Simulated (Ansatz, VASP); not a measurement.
Two plane-wave programs on Ti

Contents of INCAR:

```
SYSTEM = Ti
PREC = Accurate
ENCUT = 520
EDIFF = 1E-7
ISMEAR = 0
SIGMA = 0.1
LREAL = .FALSE.
LASPH = .TRUE.
NELM = 80
ALGO = Normal
ISIF = 2
LWAVE = .FALSE.
LCHARG = .FALSE.
NBANDS = 19
```

Contents of KPOINTS:

```
regular mesh
0
G
  9 9 4
  0 0 0
```

POSCAR

```
Ti
1.0
    2.9357319200      0.0000000000      0.0000000000
   -1.4678659600      2.5424184200      0.0000000000
    0.0000000000      0.0000000000      4.6408561500
Ti
2
Direct
    0.3333333300      0.6666666700      0.2500000000
    0.6666666700      0.3333333300      0.7500000000
```

Input for Ansatz:

```yaml
crystal:
  lattice:
    - [2.93573192, 0.0, 0.0]
    - [-1.46786596, 2.54241842, 0.0]
    - [0.0, 0.0, 4.64085615]
  atoms:
    - { symbol: Ti, position: [0.33333333, 0.66666667, 0.25] }
    - { symbol: Ti, position: [0.66666667, 0.33333333, 0.75] }
basis:
  ecutwfc: 420
kpoints:
  mp_grid: { grid: [9, 9, 4] }
hamiltonian:
  xc: lda
  pseudopotentials: { kind: paw, azcp: { folder: soft_1 } }
scf:
  occupations: { method: gaussian, width: 0.1 }
output:
  forces: true
  stress: true
  eigenvalues: true
```

Alike in both runs: task single point; functional LDA; k mesh 9 × 9 × 4; occupations gaussian, width 0.1 eV; no spin polarisation.

|  | VASP | Ansatz |
| --- | --- | --- |
| version | VASP 6.6.1 | Ansatz 0.2.0 |
| potentials or method | VASP PAW LDA potentials, release 64 (Ti_sv), cutoff 520 eV | scalar-relativistic, plane waves, PAW |
| valence electrons in the cell | 24 | 24 |

|  | VASP | Ansatz | Ansatz less VASP |
| --- | --- | --- | --- |
| gap on the k mesh at the Fermi level (eV) | none | none | - |
| pressure (GPa) | -8.3 | -8.2 | +0.06 |
| traceless stress, the component that is largest in VASP (GPa) | -0.50 | -0.52 | -0.021 |

Ansatz warns that its potentials were made for another functional, while VASP's fit it. LDA's correlation is that of Perdew and Zunger in VASP and of Perdew and Wang (1992) in Ansatz. A gap of «none» marks a metal or a gap that the smearing closes.
